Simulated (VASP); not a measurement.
Wanted: the native input for a VASP 6.6.1 run.

* Task: relaxation of cell and atoms
* Functional: PBE
* Potentials or basis: VASP PAW PBE potentials, release 64 (Cs_sv, Tl_d)
* Cutoff: 600 eV
* k mesh: 14 × 14 × 12
* Occupations: gaussian, width 0.1 eV
* Spin: no spin polarisation
* Dipole correction: no
* Further INCAR settings: ALGO = Fast; EDIFF = 1e-06; IBRION = 2; EDIFFG = -0.01; NSW = 100; ISIF = 3

The structure of CsTl lies in POSCAR:

```
CsTl
1.0
    3.9045510874      0.0000000000      0.0000000000
    0.0000000000      3.9045510874      0.0000000000
    0.0000000000      0.0000000000      5.1177508896
Cs Tl
1 1
Direct
    0.5000000000      0.5000000000      0.5000000000
    0.0000000000      0.0000000000      0.0000000000
```

These files were run (other wordings do the same):

INCAR

```
PREC = Accurate
ENCUT = 600
EDIFF = 1E-6
ISMEAR = 0
SIGMA = 0.1
LREAL = False
LASPH = True
NELM = 60
ALGO = Fast
ISIF = 3
LWAVE = False
LCHARG = False
GGA = PE
IBRION = 2
NSW = 100
EDIFFG = -0.01
```

KPOINTS

```
Automatic mesh
0
Gamma
  14 14 12
```

Potentials or basis: VASP PAW PBE potentials, release 64 (Cs_sv, Tl_d).

Command:

```bash
$ cat potpaw_PBE.64/Cs_sv/POTCAR potpaw_PBE.64/Tl_d/POTCAR > POTCAR
$ mpirun -np 1 vasp_std > vasp.out
```

Results of the run:

```yaml
Relaxed_volume: 50.44 Å³/atom
Relaxed_cell: a = 4.584 Å, b = 4.584 Å, c = 4.801 Å, α = 90.00°, β = 90.00°, γ = 90.00°
Space_group_after_relaxing_to_0.05_Å: P4/mmm (No. 123)
Energy_gained_by_relaxing: 99.6 meV/atom
Ionic_steps: 12
Pressure_after_relaxing: 0.0 GPa
Band_gap_on_the_k_mesh: zero (band 11 reaches 4.48 eV, above the bottom of band 12 at 1.91 eV)
```

Caveat: the volume moved by over 15 % at a fixed basis, so the end points are rough; spin-orbit coupling is left out, which moves the levels of the heavy elements.

Run time: 24 min on 1 thread of Intel Xeon 6975P-C, on a shared host, peak memory 0.53 GiB.
